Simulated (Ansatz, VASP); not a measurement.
**One calculation of KI, two programs**

File INCAR:

```
PREC = Accurate
ENCUT = 520
EDIFF = 1E-6
ISMEAR = -1
SIGMA = 0.01
LREAL = False
LASPH = True
NELM = 100
ALGO = Normal
ISIF = 2
LWAVE = False
LCHARG = True
GGA = PE
LELF = True
LVHAR = True
NBANDS = 15
```

File KPOINTS:

```
regular mesh
0
Gamma
  8 8 8
```

Contents of POSCAR:

```
KI
1.0
    0.0000000000      3.5950410000      3.5245500000
    3.5950410000      0.0000000000      3.5245500000
    3.5950410000      3.5950410000      0.0000000000
K I
1 1
Direct
    0.0000000000      0.0000000000      0.0000000000
    0.5000000000      0.5000000000      0.5000000000
```

Input for Ansatz:

```yaml
crystal:
  lattice:
    - [0.0, 3.595041, 3.52455]
    - [3.595041, 0.0, 3.52455]
    - [3.595041, 3.595041, 0.0]
  atoms:
    - { symbol: K, position: [0.0, 0.0, 0.0] }
    - { symbol: I, position: [0.5, 0.5, 0.5] }
kpoints:
  mp_grid: { grid: [8, 8, 8] }
scf:
  occupations: { method: fermi_dirac, width: 0.01 }
hamiltonian:
  xc: pbe
  pseudopotentials: { kind: all_electron, lapw: { basis_error: 0.001 } }
output:
  forces: true
  stress: true
  eigenvalues: true
```

Change from the starting cell: x and y stretched by +2 %, z held.

Alike in both runs: task single point; functional PBE; k mesh 8 × 8 × 8; occupations fermi-dirac, width 0.01 eV; no spin polarisation.

```csv
,VASP,Ansatz
version,VASP 6.6.1,Ansatz 0.2.0
potentials or method,"VASP PAW PBE potentials, release 64 (K_sv, I), cutoff 520 eV","all-electron LAPW, scalar-relativistic"
```

```tsv
	VASP	Ansatz	Ansatz less VASP
gap on the k mesh at the Fermi level (eV)	3.89	3.89	+0.004
pressure (GPa)	0.2	0.2	-0.03
traceless stress, the component that is largest in VASP (GPa)	0.31	0.31	-0.004
```

Ansatz ran all-electron here, and VASP with PAW potentials.

Neither program's run includes spin-orbit coupling.
